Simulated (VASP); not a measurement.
**AgCl: single point with PBE**

Crystal: AgCl.

```xyz
2
Lattice="0.0000 2.7350 2.7350 2.7350 0.0000 2.7350 2.7350 2.7350 0.0000" Properties=species:S:1:pos:R:3 pbc="T T T"
Ag    0.0000    0.0000    0.0000
Cl    2.7350    2.7350    2.7350
```

| Property | Result |
| --- | --- |
| Program | VASP 6.6.1 |
| Task | single point |
| Functional | PBE |
| Potentials or basis | VASP PAW PBE potentials, release 64 (Ag, Cl) |
| Cutoff | 520 eV |
| k mesh | 10 × 10 × 10 |
| Occupations | gaussian, width 0.05 eV |
| Spin | no spin polarisation |

The pressure is 3.8 GPa and the band gap on the k mesh is 0.90 eV, indirect (least direct gap 3.26 eV).

Levels at points of the mesh, in eV from the valence-band top:
| k point | band 5 | band 6 | band 7 | band 8 | band 9 | band 10 | band 11 | band 12 | band 13 | band 14 |
| --- | --- | --- | --- | --- | --- | --- | --- | --- | --- | --- |
| (0.00, 0.00, 0.00) | -2.57 | -2.57 | -2.50 | -2.50 | -2.50 | 0.90 | 10.84 | 10.84 | 10.84 | 12.32 |
| (0.50, 0.00, 0.00) | -2.21 | -2.21 | -1.87 | 0.00 | 0.00 | 4.13 | 6.77 | 7.59 | 7.59 | 13.71 |
| (0.50, 0.50, 0.00) | -2.98 | -2.36 | -2.08 | -2.08 | -1.96 | 2.31 | 7.96 | 8.77 | 11.73 | 11.73 |

It took 14 s on 1 thread of Intel(R) Xeon(R) 6975P-C (Granite Rapids), on a shared host, peak memory 0.18 GiB.

A k mesh can miss the band edges. A hybrid or GW would open this gap; PBE tends to underestimate it.
